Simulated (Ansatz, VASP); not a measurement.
**One calculation of Sb, two programs**

POSCAR

```
Sb
1.0
    5.1294278169      0.0000000000      0.0000000000
    0.0000000000      4.2400752000      0.0000000000
    0.0000000000      0.0000000000     29.0216962420
Sb
4
Direct
    0.0594220751      0.0000000000      0.3752152672
    0.4405779249      0.5000000000      0.3752152672
    0.5594220751      0.5000000000      0.2794673482
    0.9405779249      0.0000000000      0.2794673482
```

INCAR.step1

```
ALGO     = Normal         # electronic algorithm
DIPOL    = 0.5 0.5 0.327
EDIFF    = 1E-5           # SCF threshold, eV
ENCUT    = 520            # plane-wave cutoff, eV
GGA      = PE             # functional
IDIPOL   = 3            
ISIF     = 2              # what is computed and relaxed
ISMEAR   = 0              # smearing method
LASPH    = True           # aspherical terms in the spheres
LCHARG   = False          # write CHGCAR
LDIPOL   = True         
LREAL    = False          # projectors in reciprocal space
LWAVE    = True           # write WAVECAR
NBANDS   = 18             # bands
NELM     = 100            # most SCF steps
PREC     = Accurate       # precision mode
SIGMA    = 0.01           # smearing width, eV
```

The input INCAR.step2:

```
AEXX     = 0.25           # exact-exchange fraction
ALGO     = Normal         # electronic algorithm
DIPOL    = 0.5 0.5 0.327
EDIFF    = 1E-7           # SCF threshold, eV
ENCUT    = 520            # plane-wave cutoff, eV
GGA      = PE             # functional
IDIPOL   = 3            
ISIF     = 2              # what is computed and relaxed
ISMEAR   = 0              # smearing method
ISTART   = 1            
LASPH    = True           # aspherical terms in the spheres
LCHARG   = False          # write CHGCAR
LDIPOL   = True         
LHFCALC  = True           # exact exchange
LREAL    = False          # projectors in reciprocal space
LWAVE    = False          # write WAVECAR
NBANDS   = 18             # bands
NELM     = 100            # most SCF steps
PREC     = Accurate       # precision mode
PRECFOCK = Normal       
SIGMA    = 0.01           # smearing width, eV
```

The input KPOINTS:

```
k-points
0
Gamma
  4 4 1
```

Input for Ansatz:

```yaml
crystal:
  lattice:
    - [5.1294278169, 0.0, 0.0]
    - [0.0, 4.2400752, 0.0]
    - [0.0, 0.0, 29.021696242]
  atoms:
    - { symbol: Sb, position: [0.0594220751, 0.0, 0.3752152672] }
    - { symbol: Sb, position: [0.4405779249, 0.5, 0.3752152672] }
    - { symbol: Sb, position: [0.5594220751, 0.5, 0.2794673482] }
    - { symbol: Sb, position: [0.9405779249, 0.0, 0.2794673482] }
  periodic: [true, true, false]
kpoints:
  mp_grid: { grid: [4, 4, 1] }
  band_path:
    path:
      - [0.0, 0.0, 0.0]
      - [0.5, 0.0, 0.0]
      - [0.5, 0.5, 0.0]
      - [0.0, 0.5, 0.0]
      - [0.378906, 0.0, 0.0]
      - [0.4, 0.0, 0.0]
    npoints: 1
hamiltonian:
  xc: pbe0
scf:
  occupations: { method: fixed }
  n_extra_bands: 5
output:
  forces: true
  stress: true
  eigenvalues: true
```

Alike in both runs: task single point; functional PBE0; k mesh 4 × 4 × 1; no spin polarisation.

```csv
,VASP,Ansatz
version,VASP 6.6.1,Ansatz 0.2.0
potentials or method,"VASP PAW PBE potentials, release 64 (Sb)","plane waves, PAW"
plane-wave cutoff (eV),520,420
occupations,"gaussian, width 0.01 eV",fixed
valence electrons in the cell,20,60
```

```csv
,VASP,Ansatz,Ansatz less VASP
gap on the k mesh at the Fermi level (eV),1.87,1.84,-0.030
rms of the force components (eV/Å),0.145,0.084,-0.0610
```

Atom by atom the forces differ by 0.066 eV/Å (rms over components). VASP's potentials hold 20 valence electrons a cell and Ansatz's 60, so a difference there can come from the potentials and not from the codes. Ansatz's warnings: stress exchange threshold loose, stress scf threshold loose.

Spin-orbit coupling is off throughout.
